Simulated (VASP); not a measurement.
**Cs: single point with LDA**

Crystal: Cs.

```
CELL_PARAMETERS angstrom
0.00000 3.14766 3.14766
3.14766 0.00000 3.14766
3.14766 3.14766 0.00000
ATOMIC_POSITIONS crystal
Cs 0.00000 0.00000 0.00000
```

This cell differs from its parent crystal: volume scaled by 0.65.

| Quantity | Value |
| --- | --- |
| Program | VASP 6.6.1 |
| Task | single point |
| Functional | LDA |
| Potentials or basis | VASP PAW LDA potentials, release 64 (Cs_sv) |
| Cutoff | 520 eV |
| k mesh | 10 × 10 × 10 |
| Occupations | fermi-dirac, width 0.1 eV |
| Spin | no spin polarisation |

The pressure is 1.8 GPa.

Levels at points of the mesh, in eV from the Fermi level:
```tsv
k point	band 2	band 3	band 4	band 5	band 6	band 7	band 8	band 9
(0.00, 0.00, 0.00)	-10.07	-10.07	-10.07	-2.16	2.71	2.71	2.71	4.64
(0.50, 0.00, 0.00)	-10.98	-10.19	-10.19	-0.34	2.07	2.48	2.48	5.91
(0.50, 0.50, 0.00)	-10.91	-10.39	-10.39	-0.40	0.43	3.25	6.21	6.40
```

Wall time 20 s on 1 thread of Intel(R) Xeon(R) Platinum 8259CL CPU @ 2.50GHz (Skylake/Cascade Lake), with other jobs on the host, peak memory 0.18 GiB.

Caveat: spin-orbit coupling is left out, which moves the levels of the heavy elements.
